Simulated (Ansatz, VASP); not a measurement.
# AlO6 in VASP and in Ansatz

```
Al O
1.0
     2.85000    0.00000    0.00000
    -1.42500    2.46817    0.00000
     0.00000    0.00000   12.00000
Al O
1 6
Direct
  0.00000 0.00000 0.00000
  0.33333 0.66667 0.61000
  0.33333 0.66667 0.71000
  0.66667 0.33333 0.39000
  0.66667 0.33333 0.29000
  0.66667 0.33333 0.92000
  0.33333 0.66667 0.08000
```

Alike in both runs: task relaxation of cell and atoms; functional PBE; k mesh 6 × 6 × 2; occupations gaussian, width 0.2 eV; no spin polarisation.

```csv
,VASP,Ansatz
version,VASP 6.6.1,Ansatz 0.2.0
potentials or method,"VASP PAW PBE potentials, release 64 (Al, O), cutoff 600 eV","scalar-relativistic, plane waves, PAW"
valence electrons in the cell,39,39
```

```tsv
	VASP	Ansatz	Ansatz less VASP
gap on the k mesh at the Fermi level, each at its own relaxed structure (eV)	none	none	-
relaxed volume (Å³/atom)	11.91	12.40	+0.494
relaxed cell length with the largest relative difference (Å)	11.974	12.372	+0.3977
```

A gap of «none» marks a metal or a gap that the smearing closes.

The k mesh is coarse, so the values compare programs but aren't converged. Noted on VASP's run: the standard files for N, O and F lose accuracy on very short bonds.
